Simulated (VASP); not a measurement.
# BN (P6_3/mmc) in VASP: a series of runs, part 2 of 2

VASP 6.6.1. Earlier steps stand in the parts before.

## Step 3: Single point, BLYP

File POSCAR:

```
BN
1.0
    2.4982400000      0.0000000000      0.0000000000
   -1.2491200000      2.1635393048      0.0000000000
    0.0000000000      0.0000000000      6.6357000000
N B
2 2
Direct
    0.6666666667      0.3333333333      0.2500000000
    0.3333333333      0.6666666667      0.7500000000
    0.6666666667      0.3333333333      0.7500000000
    0.3333333333      0.6666666667      0.2500000000
```

File INCAR.step1:

```
PREC = Accurate ; ENCUT = 520
EDIFF = 1E-6 ; ISMEAR = -1
SIGMA = 0.05 ; LREAL = F
LASPH = T ; NELM = 60
ALGO = Normal ; ISIF = 2
LWAVE = F ; LCHARG = T
GGA = B5 ; ALDAX = 1.0
AGGAX = 1.0 ; AGGAC = 1.0
ALDAC = 0.0 ; NBANDS = 16
```

File KPOINTS.step1:

```
Automatic mesh
0
Gamma
  7 7 3
```

File INCAR.step2:

```
PREC = Accurate ; ENCUT = 520
EDIFF = 1E-6 ; ISMEAR = -5
SIGMA = 0.05 ; LREAL = F
LASPH = T ; NELM = 60
ALGO = Normal ; ISIF = 2
LWAVE = F ; LCHARG = F
GGA = B5 ; ALDAX = 1.0
AGGAX = 1.0 ; AGGAC = 1.0
ALDAC = 0.0 ; LORBIT = 10
NEDOS = 2001 ; ICHARG = 11
```

File KPOINTS.step2:

```
Automatic mesh
0
Gamma
  11 11 5
```

Potentials or basis: VASP PAW PBE potentials, release 64 (N, B).

Run with:

```console
$ cat potpaw_PBE.64/N/POTCAR potpaw_PBE.64/B/POTCAR > POTCAR
$ cp INCAR.step1 INCAR
$ cp KPOINTS.step1 KPOINTS
$ mpirun -np 1 vasp_std > vasp.out
$ cp INCAR.step2 INCAR
$ cp KPOINTS.step2 KPOINTS
$ mpirun -np 1 vasp_std > vasp.out
```

OUTCAR:

```text
PREC = Accurate
   ENCUT = 520
   EDIFF = 1E-6
   ISMEAR = -5
   LREAL = F
   LASPH = T
   NELM = 60
   ISIF = 2
   GGA = B5
   LORBIT = 10
   ICHARG = 11

 ion  position               nearest neighbor table
   1  0.667  0.333  0.250-   4 1.44   4 1.44   4 1.44
   2  0.333  0.667  0.750-   3 1.44   3 1.44   3 1.44
   3  0.667  0.333  0.750-   2 1.44   2 1.44   2 1.44
   4  0.333  0.667  0.250-   1 1.44   1 1.44   1 1.44

  LATTYP: Found a hexagonal cell.
 ALAT       =     2.4982400000
 C/A-ratio  =     2.6561499296

  Lattice vectors:

 A1 = (   2.4982400000,   0.0000000000,   0.0000000000)
 A2 = (  -1.2491200000,   2.1635393048,   0.0000000000)
 A3 = (   0.0000000000,   0.0000000000,   6.6357000000)

Analysis of symmetry for initial positions (statically):
=====================================================================
 Subroutine PRICEL returns:
 Original cell was already a primitive cell.

 Routine SETGRP: Setting up the symmetry group for a
 hexagonal supercell.

 Subroutine GETGRP returns: Found 24 space group operations
 (whereof 12 operations were pure point group operations)
 out of a pool of 24 trial point group operations.

The static configuration has the point symmetry D_3d.
 The point group associated with its full space group is D_6h.

Analysis of symmetry for dynamics (positions and initial velocities):
=====================================================================
 Subroutine PRICEL returns:
 Original cell was already a primitive cell.

 Routine SETGRP: Setting up the symmetry group for a
 hexagonal supercell.

 Subroutine GETGRP returns: Found 24 space group operations
 (whereof 12 operations were pure point group operations)
 out of a pool of 24 trial point group operations.

The dynamic configuration has the point symmetry D_3d.
 The point group associated with its full space group is D_6h.

 Subroutine INISYM returns: Found 24 space group operations
 (whereof 12 operations are pure point group operations),
 and found     1 'primitive' translations

----------------------------------------------------------------------------------------

                                     Primitive cell

  volume of cell :      35.8662

  direct lattice vectors                    reciprocal lattice vectors
     2.498240000  0.000000000  0.000000000     0.400281798  0.231102804  0.000000000
    -1.249120000  2.163539305  0.000000000     0.000000000  0.462205608  0.000000000
     0.000000000  0.000000000  6.635700000     0.000000000  0.000000000  0.150700002

  length of vectors
     2.498240000  2.498240000  6.635700000     0.462205608  0.462205608  0.150700002

  position of ions in fractional coordinates (direct lattice)
     0.666666667  0.333333333  0.250000000
     0.333333333  0.666666667  0.750000000
     0.666666667  0.333333333  0.750000000
     0.333333333  0.666666667  0.250000000

  ion indices of the primitive-cell ions
   primitive index   ion index
                 1           1
                 2           2
                 3           3
                 4           4

[... 62 lines left out ...]
   NGXF,Y,Z  is equivalent  to a cutoff of  26.62, 26.62, 25.05 a.u.
 SYSTEM =  unknown system
   PREC   = accura    normal or accurate (medium, high low for compatibility)
   ISTART =      0    job   : 0-new  1-cont  2-samecut
   ICHARG =     11    charge: 1-file 2-atom 10-const
   ISPIN  =      1    spin polarized calculation?
   LNONCOLLINEAR =      F non collinear calculations
   LSORBIT =      F    spin-orbit coupling
   LASPH  =      T    aspherical Exc in radial PAW
   ENCUT  =  520.0 eV  38.22 Ry    6.18 a.u.   4.65  4.65 12.34*2*pi/ulx,y,z
   NELM   =     60;   NELMIN=  2; NELMDL=  0     # of ELM steps
   EDIFF  = 0.1E-05   stopping-criterion for ELM
   LREAL  =      F    real-space projection
   EDIFFG = 0.1E-04   stopping-criterion for IOM
   NSW    =      0    number of steps for IOM
   IBRION =     -1    ionic relax: 0-MD 1-quasi-New 2-CG
   NFREE  =      0    steps in history (QN), initial steepest desc. (CG)
   ISIF   =      2    stress and relaxation
   ISYM   =      2    0-nonsym 1-usesym 2-fastsym
   POTIM  = 0.5000    time-step for ionic-motion
   TEBEG  =    0.0;   TEEND  =   0.0 temperature during run
   PSTRESS=    0.0 pullay stress
   NELECT =      16.0000    total number of electrons
   NUPDOWN=      -1.0000    fix difference up-down
   EMIN   =  10.00;   EMAX   =-10.00  energy-range for DOS
   EFERMI =   0.00;   METHOD = LEGACY
   ISMEAR =    -5;   SIGMA  =   0.05  broadening in eV -4-tet -1-fermi 0-gaus
   EFERMI_NEDOS =   21; number of points for ismear=-14 and -15
   IALGO  =     38    algorithm
   IMIX   =      4    mixing-type and parameters
     AMIX     =   0.40;   BMIX     =  1.00
     AMIX_MAG =   1.60;   BMIX_MAG =  1.00
  volume/ion in A,a.u.               =       8.97        60.51
  Fermi-wavevector in a.u.,A,eV,Ry     =   1.250891  2.363842 21.289433  1.564729
  Thomas-Fermi vector in A             =   2.384864
   LORBIT       =     10    0 simple, 1 ext, 2 COOP (PROOUT), +10 PAW based schemes
   GGA     = B5    functional components
   LHFCALC =     F    Hartree Fock is set to
   AEXX    =    0.0000 exact exchange contribution
   IVDW    =     0    specifies the selected vdW correction
   LEPSILON=     F    determine dielectric tensor
   LRPA    =     F    only Hartree local field effects (RPA)
 non-spin polarized calculation
 Fermi weights with tetrahedron method with Bloechl corrections
  energy-cutoff  :      520.00
  volume of cell :       35.87
 maximum number of plane-waves:       985
 NGX is ok and might be reduce to    20

 number of electron      15.9999997 magnetization

 Free energy of the ion-electron system (eV)
  ---------------------------------------------------
  ext. energy  EPLUGINS =         0.00000000
  ---------------------------------------------------
  free energy    TOTEN  =       -33.62847557 eV

  energy without entropy =      -33.62847557  energy(sigma->0) =      -33.62847557

 E-fermi :   2.7042     XC(G=0):  -9.6057

 val. band max:        2.7013876994   @ k =   0.3636   0.2727   0.0000
 cond. band min:       7.1149016060   @ k =   0.4545   0.0909   0.0000
 fundamental gap:      4.4135139066
 Fermi energy:         2.7041980942

 k-point     1 :       0.0000    0.0000    0.0000
  band No.  band energies     occupation
      1     -15.0821      2.00000
      2     -14.7867      2.00000
      3      -3.5271      2.00000
      4      -1.4058      2.00000
      5       1.2495      2.00000
      6       1.2495      2.00000
      7       1.2858      2.00000
      8       1.2859      2.00000
      9       7.9972      0.00000
     10      13.0433      0.00000
     11      14.3533      0.00000
     12      14.4122      0.00000
[... 331 lines left out ...]
 k-point    24 :       0.1818    0.0909    0.2000
  band No.  band energies     occupation
      1     -13.9709      2.00000
      2     -13.7647      2.00000
      3      -2.0837      2.00000
      4      -2.0270      2.00000
      5      -1.8173      2.00000
      6      -0.5225      2.00000
      7      -0.4783      2.00000
      8      -0.2797      2.00000
      9      10.0706      0.00000
     10      11.6663      0.00000
     11      12.4665      0.00000
     12      14.1704      0.00000

 [... further k-points ...]

------------------------ aborting loop because EDIFF is reached ----------------------------------------

  FORCE on cell =-STRESS in cart. coord.  units (eV):
  Direction    XX          YY          ZZ          XY          YZ          ZX
  --------------------------------------------------------------------------------------
  -------------------------------------------------------------------------------------
  Total        1.8454128      1.8454128      1.0468115      0.0000000      0.0000000      0.0000000
  in kB       82.4362868     82.4362868     46.7620313      0.0000000      0.0000000      0.0000000
  external PRESSURE =      70.5448683 kB  Pullay stress =       0.0000000 kB

 VOLUME and BASIS-vectors are now :
 -----------------------------------------------------------------------------
  energy-cutoff  :      520.00
  volume of cell :       35.87
      direct lattice vectors                 reciprocal lattice vectors
     2.498240000  0.000000000  0.000000000     0.400281798  0.231102804  0.000000000
    -1.249120000  2.163539305  0.000000000     0.000000000  0.462205608  0.000000000
     0.000000000  0.000000000  6.635700000     0.000000000  0.000000000  0.150700002

 POSITION                                       TOTAL-FORCE (eV/Angst)
 -----------------------------------------------------------------------------------
      1.24912      0.72118      1.65892         0.000000     -0.000000      0.000000
     -0.00000      1.44236      4.97677         0.000000      0.000000      0.000000
      1.24912      0.72118      4.97677        -0.000000      0.000000      0.000000
     -0.00000      1.44236      1.65892         0.000000     -0.000000      0.000000
 -----------------------------------------------------------------------------------
    total drift:                                0.000000     -0.000000      0.000000

  FREE ENERGIE OF THE ION-ELECTRON SYSTEM (eV)
  ---------------------------------------------------
  free  energy   TOTEN  =       -33.6284755709 eV

  energy  without entropy=      -33.6284755709  energy(sigma->0) =      -33.62847557

 total charge

# of ion       s       p       d       tot
------------------------------------------
    1        1.224   2.826   0.000   4.050
    2        1.224   2.826   0.000   4.050
    3        0.739   1.430   0.000   2.169
    4        0.739   1.430   0.000   2.169
--------------------------------------------------
tot          3.926   8.513   0.000  12.439
```

Run time: 66 s. Hardware: 1 thread of AMD EPYC 7R13, shared host; peak memory 0.12 GiB.

Results:

| Item | Value |
| --- | --- |
| Valence electrons inside the program's atomic spheres | N 4.05; B 2.17 |

Levels at points of the mesh, in eV from the valence-band top:
| k point | band 5 | band 6 | band 7 | band 8 | band 9 | band 10 | band 11 | band 12 |
| --- | --- | --- | --- | --- | --- | --- | --- | --- |
| (0.00, 0.00, 0.00) | -1.45 | -1.45 | -1.42 | -1.42 | 5.30 | 10.34 | 11.65 | 11.71 |

Caveat: the PAW data sets were made with another functional, which shifts forces and pressure a little; this functional lacks dispersion, which binds the layers, so the pressure and a relaxed spacing across them are unreliable.
